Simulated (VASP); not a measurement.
# Pt3Pb in VASP: further runs

The runs below take Pt3Pb through electric field gradients, with LDA.

All numbers are computed with VASP 6.6.1; they aren't measurements. Logs are shortened: lines on timing, memory, paths and dates and some standing lists are left out, and cuts for length are marked.

**1. The cell of the first run**

The structure is cubic, space group Pm-3m (No. 221). The conventional cell has a = 4.071 Å, b = 4.071 Å, c = 4.071 Å, α = 90.00°, β = 90.00°, γ = 90.00°. Pt (site symmetry 4/mmm) has 8 Pt at 2.88 Å and 4 Pb at 2.88 Å within 3.8 Å. Within 3.8 Å of Pb (site symmetry m-3m) lie 12 Pt at 2.88 Å.

**2. Electric field gradients, LDA (volume scaled by 1.01)**

INCAR

```
SYSTEM = Pt3Pb
  PREC = Accurate
  ENCUT = 520
  EDIFF = 1E-8
  ISMEAR = -1
  SIGMA = 0.03
  LREAL = .FALSE.
  LASPH = .TRUE.
  NELM = 100
  ALGO = Normal
  ISIF = 2
  LWAVE = .FALSE.
  LCHARG = .FALSE.
  GGA = CA
  LEFG = .TRUE.
  NBANDS = 30
```

KPOINTS

```
Automatic mesh
0
G
  9 9 9
  0 0 0
```

POSCAR

```
Pt3Pb
1.0
    4.0714818266      0.0000000000      0.0000000000
    0.0000000000      4.0714818266      0.0000000000
    0.0000000000      0.0000000000      4.0714818266
Pt Pb
3 1
Direct
    0.0000000000      0.5000000000      0.5000000000
    0.5000000000      0.0000000000      0.5000000000
    0.5000000000      0.5000000000      0.0000000000
    0.0000000000      0.0000000000      0.0000000000
```

Potentials or basis: VASP PAW LDA potentials, release 64 (Pt, Pb_d).

On the command line:

```bash
> cat potpaw_LDA.64/Pt/POTCAR potpaw_LDA.64/Pb_d/POTCAR > POTCAR
> mpirun -np 1 vasp_std > vasp.out
```

OUTCAR:

```text
SYSTEM = Pt3Pb
   PREC = Accurate
   ENCUT = 520
   EDIFF = 1E-8
   ISMEAR = -1
   LREAL = .FALSE.
   LASPH = .TRUE.
   NELM = 100
   ISIF = 2
   GGA = CA

 ion  position               nearest neighbor table
   1  0.000  0.500  0.500-   2 2.88   3 2.88   4 2.88   3 2.88   4 2.88   2 2.88   4 2.88   4 2.88
                             2 2.88   3 2.88   3 2.88   2 2.88
   2  0.500  0.000  0.500-   1 2.88   3 2.88   4 2.88   3 2.88   4 2.88   1 2.88   3 2.88   3 2.88
                             1 2.88   4 2.88   4 2.88   1 2.88
   3  0.500  0.500  0.000-   1 2.88   2 2.88   4 2.88   1 2.88   2 2.88   2 2.88   4 2.88   2 2.88
                             1 2.88   4 2.88   1 2.88   4 2.88
   4  0.000  0.000  0.000-   1 2.88   2 2.88   3 2.88   1 2.88   2 2.88   1 2.88   3 2.88   1 2.88
                             2 2.88   3 2.88   2 2.88   3 2.88

  LATTYP: Found a simple cubic cell.
 ALAT       =     4.0714818266

  Lattice vectors:

 A1 = (   4.0714818266,   0.0000000000,   0.0000000000)
 A2 = (   0.0000000000,   4.0714818266,   0.0000000000)
 A3 = (   0.0000000000,   0.0000000000,   4.0714818266)

Analysis of symmetry for initial positions (statically):
=====================================================================
 Subroutine PRICEL returns:
 Original cell was already a primitive cell.

 Routine SETGRP: Setting up the symmetry group for a
 simple cubic supercell.

 Subroutine GETGRP returns: Found 48 space group operations
 (whereof 48 operations were pure point group operations)
 out of a pool of 48 trial point group operations.

The static configuration has the point symmetry O_h .

Analysis of symmetry for dynamics (positions and initial velocities):
=====================================================================
 Subroutine PRICEL returns:
 Original cell was already a primitive cell.

 Routine SETGRP: Setting up the symmetry group for a
 simple cubic supercell.

 Subroutine GETGRP returns: Found 48 space group operations
 (whereof 48 operations were pure point group operations)
 out of a pool of 48 trial point group operations.

The dynamic configuration has the point symmetry O_h .

 Subroutine INISYM returns: Found 48 space group operations
 (whereof 48 operations are pure point group operations),
 and found     1 'primitive' translations

----------------------------------------------------------------------------------------

                                     Primitive cell

  volume of cell :      67.4928

  direct lattice vectors                    reciprocal lattice vectors
     4.071481827  0.000000000  0.000000000     0.245610822  0.000000000  0.000000000
     0.000000000  4.071481827  0.000000000     0.000000000  0.245610822  0.000000000
     0.000000000  0.000000000  4.071481827     0.000000000  0.000000000  0.245610822

  length of vectors
     4.071481827  4.071481827  4.071481827     0.245610822  0.245610822  0.245610822

  position of ions in fractional coordinates (direct lattice)
     0.000000000  0.500000000  0.500000000
     0.500000000  0.000000000  0.500000000
     0.500000000  0.500000000  0.000000000
     0.000000000  0.000000000  0.000000000

  ion indices of the primitive-cell ions
   primitive index   ion index
                 1           1
                 2           2
                 3           3
                 4           4

----------------------------------------------------------------------------------------

 KPOINTS: Automatic mesh

Automatic generation of k-mesh.
 Grid dimensions read from file:
 generate k-points for:    9    9    9

 Generating k-lattice:

  Cartesian coordinates                     Fractional coordinates (reciprocal lattice)
     0.027290091  0.000000000  0.000000000     0.111111111  0.000000000  0.000000000
     0.000000000  0.027290091  0.000000000     0.000000000  0.111111111  0.000000000
     0.000000000  0.000000000  0.027290091     0.000000000  0.000000000  0.111111111

  Length of vectors
     0.027290091  0.027290091  0.027290091
[... 37 lines left out ...]
   number of dos      NEDOS =    301   number of ions     NIONS =      4
   total plane-waves  NPLWV =  27000
   dimension x,y,z NGX =    30 NGY =   30 NGZ =   30
   dimension x,y,z NGXF=    60 NGYF=   60 NGZF=   60
   ions per type =               3   1
   NGX,Y,Z   is equivalent  to a cutoff of  12.25, 12.25, 12.25 a.u.
   NGXF,Y,Z  is equivalent  to a cutoff of  24.50, 24.50, 24.50 a.u.
 SYSTEM =  Pt3Pb
   PREC   = accura    normal or accurate (medium, high low for compatibility)
   ISTART =      0    job   : 0-new  1-cont  2-samecut
   ICHARG =      2    charge: 1-file 2-atom 10-const
   ISPIN  =      1    spin polarized calculation?
   LNONCOLLINEAR =      F non collinear calculations
   LSORBIT =      F    spin-orbit coupling
   LASPH  =      T    aspherical Exc in radial PAW
   ENCUT  =  520.0 eV  38.22 Ry    6.18 a.u.   7.57  7.57  7.57*2*pi/ulx,y,z
   NELM   =    100;   NELMIN=  2; NELMDL= -5     # of ELM steps
   EDIFF  = 0.1E-07   stopping-criterion for ELM
   LREAL  =      F    real-space projection
   EDIFFG = 0.1E-06   stopping-criterion for IOM
   NSW    =      0    number of steps for IOM
   IBRION =     -1    ionic relax: 0-MD 1-quasi-New 2-CG
   NFREE  =      0    steps in history (QN), initial steepest desc. (CG)
   ISIF   =      2    stress and relaxation
   ISYM   =      2    0-nonsym 1-usesym 2-fastsym
   POTIM  = 0.5000    time-step for ionic-motion
   TEBEG  =    0.0;   TEEND  =   0.0 temperature during run
   PSTRESS=    0.0 pullay stress
   NELECT =      44.0000    total number of electrons
   NUPDOWN=      -1.0000    fix difference up-down
   EMIN   =  10.00;   EMAX   =-10.00  energy-range for DOS
   EFERMI =   0.00;   METHOD = LEGACY
   ISMEAR =    -1;   SIGMA  =   0.03  broadening in eV -4-tet -1-fermi 0-gaus
   EFERMI_NEDOS =   21; number of points for ismear=-14 and -15
   IALGO  =     38    algorithm
   IMIX   =      4    mixing-type and parameters
     AMIX     =   0.40;   BMIX     =  1.00
     AMIX_MAG =   1.60;   BMIX_MAG =  1.00
  volume/ion in A,a.u.               =      16.87       113.87
  Fermi-wavevector in a.u.,A,eV,Ry     =   1.419515  2.682494 27.416038  2.015022
  Thomas-Fermi vector in A             =   2.540527
   LORBIT       =      0    0 simple, 1 ext, 2 COOP (PROOUT), +10 PAW based schemes
   GGA     = CA    functional components
   LHFCALC =     F    Hartree Fock is set to
   AEXX    =    0.0000 exact exchange contribution
   IVDW    =     0    specifies the selected vdW correction
   LEPSILON=     F    determine dielectric tensor
   LRPA    =     F    only Hartree local field effects (RPA)
 non-spin polarized calculation
  energy-cutoff  :      520.00
  volume of cell :       67.49
 maximum number of plane-waves:      1839
   NGX = 15   NGY = 15   NGZ = 15

 number of electron      43.9999990 magnetization

 Free energy of the ion-electron system (eV)
  ---------------------------------------------------
  ext. energy  EPLUGINS =         0.00000000
  ---------------------------------------------------
  free energy    TOTEN  =       -27.11666102 eV

  energy without entropy =      -27.11406548  energy(sigma->0) =      -27.11536325

 E-fermi :  11.0259     XC(G=0): -13.1595

 val. band max:       10.9464587933   @ k =   0.1111   0.1111   0.0000
 cond. band min:      11.0459121484   @ k =   0.4444   0.4444   0.3333
 fundamental gap:      0.0994533551
 Fermi energy:        11.0259154833

 k-point     1 :       0.0000    0.0000    0.0000
  band No.  band energies     occupation
      1      -6.2835      2.00000
      2      -6.2835      2.00000
      3      -6.2307      2.00000
      4      -6.2307      2.00000
      5      -6.2307      2.00000
      6      -1.3349      2.00000
[... 781 lines left out ...]
     29      20.1174      0.00000
     30      20.7271      0.00000

 [... further k-points ...]
[... 5 lines left out ...]
  --------------------------------------------------------------------------------------
  -------------------------------------------------------------------------------------
  Total       -1.7961033     -1.7961033     -1.7961033      0.0000000      0.0000000      0.0000000
  in kB      -42.6367788    -42.6367788    -42.6367788      0.0000000      0.0000000      0.0000000
  external PRESSURE =     -42.6367788 kB  Pullay stress =       0.0000000 kB

 VOLUME and BASIS-vectors are now :
 -----------------------------------------------------------------------------
  energy-cutoff  :      520.00
  volume of cell :       67.49
      direct lattice vectors                 reciprocal lattice vectors
     4.071481827  0.000000000  0.000000000     0.245610822  0.000000000  0.000000000
     0.000000000  4.071481827  0.000000000     0.000000000  0.245610822  0.000000000
     0.000000000  0.000000000  4.071481827     0.000000000  0.000000000  0.245610822

 POSITION                                       TOTAL-FORCE (eV/Angst)
 -----------------------------------------------------------------------------------
      0.00000      2.03574      2.03574         0.000000      0.000000      0.000000
      2.03574      0.00000      2.03574         0.000000      0.000000      0.000000
      2.03574      2.03574      0.00000         0.000000      0.000000      0.000000
      0.00000      0.00000      0.00000         0.000000      0.000000      0.000000
 -----------------------------------------------------------------------------------
    total drift:                                0.000000      0.000000     -0.000000

  FREE ENERGIE OF THE ION-ELECTRON SYSTEM (eV)
  ---------------------------------------------------
  free  energy   TOTEN  =       -27.1166610192 eV

  energy  without entropy=      -27.1140654754  energy(sigma->0) =      -27.11536325

 Electric field gradients (V/A^2)
---------------------------------------------------------------------
 ion       V_xx      V_yy      V_zz      V_xy      V_xz      V_yz
---------------------------------------------------------------------
   1    -144.852    72.426    72.426    -0.000     0.000     0.000
   2      72.426  -144.852    72.426    -0.000     0.000    -0.000
   3      72.426    72.426  -144.852     0.000     0.000    -0.000
   4       0.000     0.000    -0.000     0.000     0.000     0.000
---------------------------------------------------------------------

 Electric field gradients after diagonalization (V/A^2)
 (convention: |V_zz| > |V_xx| > |V_yy|)
----------------------------------------------------------------------
 ion       V_xx      V_yy      V_zz     asymmetry (V_yy - V_xx)/ V_zz
----------------------------------------------------------------------
   1      72.426    72.426  -144.852       0.000
   2      72.426    72.426  -144.852       0.000
   3      72.426    72.426  -144.852       0.000
   4       0.000    -0.000     0.000      -1.457
----------------------------------------------------------------------

           NMR quadrupolar parameters

 Cq : quadrupolar parameter    Cq=e*Q*V_zz/h
 eta: asymmetry parameters     (V_yy - V_xx)/ V_zz
 Q  : nuclear electric quadrupole moment in mb (millibarn)
----------------------------------------------------------------------
 ion       Cq(MHz)       eta       Q (mb)
----------------------------------------------------------------------
   1      -0.350       0.000       1.000
   2      -0.350       0.000       1.000
   3      -0.350       0.000       1.000
   4       0.000      -1.457       1.000
----------------------------------------------------------------------
```

It took 41 s on 1 thread of Intel Xeon 6975P-C, shared host; peak memory 0.19 GiB.

What came out:

| Property | Result |
| --- | --- |
| Free energy | -27.1167 eV |
| Pressure | -4.3 GPa |
| Band gap on the k mesh | zero (band 22 reaches 11.10 eV, above the bottom of band 23 at 10.74 eV) |

Electric field gradients, principal values (V/Å²):
```csv
atom,least,middle,greatest (by size)
1 Pt,72.426,72.426,-144.852
2 Pt,72.426,72.426,-144.852
3 Pt,72.426,72.426,-144.852
4 Pb,0.000,0.000,0.000
```

Caveat: without QUAD_EFG the Cq values of the log hold for a quadrupole moment of 1 mb, not for the nuclei; spin-orbit coupling is left out, which moves the levels of the heavy elements.

**3. Electric field gradients, LDA (volume scaled by 1.04)**

INCAR

```
ALGO = Normal
EDIFF = 1E-8
ENCUT = 520
GGA = CA
ISIF = 2
ISMEAR = -1
LASPH = True
LCHARG = False
LEFG = True
LREAL = False
LWAVE = False
NBANDS = 30
NELM = 80
PREC = Accurate
SIGMA = 0.03
```

KPOINTS

```
k-points
0
Gamma
  9 9 9
```

POSCAR

```
Pt3Pb
1.0
    4.1114008607      0.0000000000      0.0000000000
    0.0000000000      4.1114008607      0.0000000000
    0.0000000000      0.0000000000      4.1114008607
Pt Pb
3 1
Direct
    0.0000000000      0.5000000000      0.5000000000
    0.5000000000      0.0000000000      0.5000000000
    0.5000000000      0.5000000000      0.0000000000
    0.0000000000      0.0000000000      0.0000000000
```

Potentials or basis: VASP PAW LDA potentials, release 64 (Pt, Pb_d).

On the command line:

```bash
> cat potpaw_LDA.64/Pt/POTCAR potpaw_LDA.64/Pb_d/POTCAR > POTCAR
> mpirun -np 1 vasp_std > vasp.out
```

OUTCAR:

```text
EDIFF = 1E-8
   ENCUT = 520
   GGA = CA
   ISIF = 2
   ISMEAR = -1
   LASPH = True
   LREAL = False
   NELM = 80
   PREC = Accurate

 ion  position               nearest neighbor table
   1  0.000  0.500  0.500-   2 2.91   3 2.91   4 2.91   3 2.91   4 2.91   2 2.91   4 2.91   4 2.91
                             2 2.91   3 2.91   3 2.91   2 2.91
   2  0.500  0.000  0.500-   1 2.91   3 2.91   4 2.91   3 2.91   4 2.91   1 2.91   3 2.91   3 2.91
                             1 2.91   4 2.91   4 2.91   1 2.91
   3  0.500  0.500  0.000-   1 2.91   2 2.91   4 2.91   1 2.91   2 2.91   2 2.91   4 2.91   2 2.91
                             1 2.91   4 2.91   1 2.91   4 2.91
   4  0.000  0.000  0.000-   1 2.91   2 2.91   3 2.91   1 2.91   2 2.91   1 2.91   3 2.91   1 2.91
                             2 2.91   3 2.91   2 2.91   3 2.91

  LATTYP: Found a simple cubic cell.
 ALAT       =     4.1114008607

[... 1023 lines left out ...]
   1    -137.610    68.805    68.805     0.000     0.000    -0.000
   2      68.805  -137.610    68.805     0.000     0.000     0.000
   3      68.805    68.805  -137.610     0.000    -0.000     0.000
   4       0.000     0.000     0.000     0.000     0.000     0.000
---------------------------------------------------------------------

 Electric field gradients after diagonalization (V/A^2)
 (convention: |V_zz| > |V_xx| > |V_yy|)
----------------------------------------------------------------------
 ion       V_xx      V_yy      V_zz     asymmetry (V_yy - V_xx)/ V_zz
----------------------------------------------------------------------
   1      68.805    68.805  -137.610       0.000
   2      68.805    68.805  -137.610       0.000
   3      68.805    68.805  -137.610       0.000
   4       0.000     0.000     0.000      -0.129
----------------------------------------------------------------------

           NMR quadrupolar parameters

 Cq : quadrupolar parameter    Cq=e*Q*V_zz/h
 eta: asymmetry parameters     (V_yy - V_xx)/ V_zz
 Q  : nuclear electric quadrupole moment in mb (millibarn)
----------------------------------------------------------------------
 ion       Cq(MHz)       eta       Q (mb)
----------------------------------------------------------------------
   1      -0.333       0.000       1.000
   2      -0.333       0.000       1.000
   3      -0.333       0.000       1.000
   4       0.000      -0.129       1.000
----------------------------------------------------------------------
```

OSZICAR:

```text
N       E                     dE             d eps       ncg     rms          rms(c)
DAV:   1     0.404672650342E+03    0.40467E+03   -0.21222E+04  2108   0.164E+03
DAV:   2     0.443329445622E+01   -0.40024E+03   -0.37591E+03  2264   0.425E+02
DAV:   3    -0.269657224784E+02   -0.31399E+02   -0.30119E+02  2436   0.120E+02
DAV:   4    -0.278954680659E+02   -0.92975E+00   -0.92530E+00  2392   0.196E+01
DAV:   5    -0.279303259734E+02   -0.34858E-01   -0.34849E-01  2912   0.418E+00    0.150E+01
DAV:   6    -0.271416999777E+02    0.78863E+00   -0.20111E+00  2364   0.942E+00    0.762E+00
DAV:   7    -0.270447900027E+02    0.96910E-01   -0.12305E-01  2924   0.398E+00    0.335E+00
DAV:   8    -0.270321594750E+02    0.12631E-01   -0.26665E-02  2884   0.117E+00    0.359E-01
DAV:   9    -0.270308192497E+02    0.13402E-02   -0.66641E-03  2814   0.992E-01    0.393E-02
DAV:  10    -0.270308081128E+02    0.11137E-04   -0.23634E-04  2956   0.205E-01    0.141E-02
DAV:  11    -0.270308055621E+02    0.25507E-05   -0.10868E-05  3084   0.286E-02    0.293E-03
DAV:  12    -0.270308055963E+02   -0.34206E-07   -0.10143E-06  2474   0.822E-03    0.152E-03
DAV:  13    -0.270308055918E+02    0.45129E-08   -0.36343E-08  2190   0.196E-03
   1 F= -.27030806E+02 E0= -.27029466E+02  d E =-.267821E-02
```

It took 34 s on 1 thread of Intel Xeon 6975P-C, shared host; peak memory 0.2 GiB.

Results:

```
Free energy            : -27.0308 eV
Pressure               : -9.5 GPa
Band gap on the k mesh : zero (band 22 reaches 10.56 eV, above the bottom of band 23 at 10.22 eV)
```

Levels at points of the mesh, in eV from the Fermi level:
```
           k point  band 19  band 20  band 21  band 22  band 23  band 24  band 25  band 26
(0.00, 0.00, 0.00)    -0.89    -0.89    -0.41     0.06     0.06     0.06     1.29     5.83
```

Electric field gradients, principal values (V/Å²):
| atom | least | middle | greatest (by size) |
| --- | --- | --- | --- |
| 1 Pt | 68.805 | 68.805 | -137.610 |
| 2 Pt | 68.805 | 68.805 | -137.610 |
| 3 Pt | 68.805 | 68.805 | -137.610 |
| 4 Pb | 0.000 | 0.000 | 0.000 |

Caveat: without QUAD_EFG the Cq values of the log hold for a quadrupole moment of 1 mb, not for the nuclei; spin-orbit coupling is left out, which moves the levels of the heavy elements.

(Part 1 of 2 ends here.)
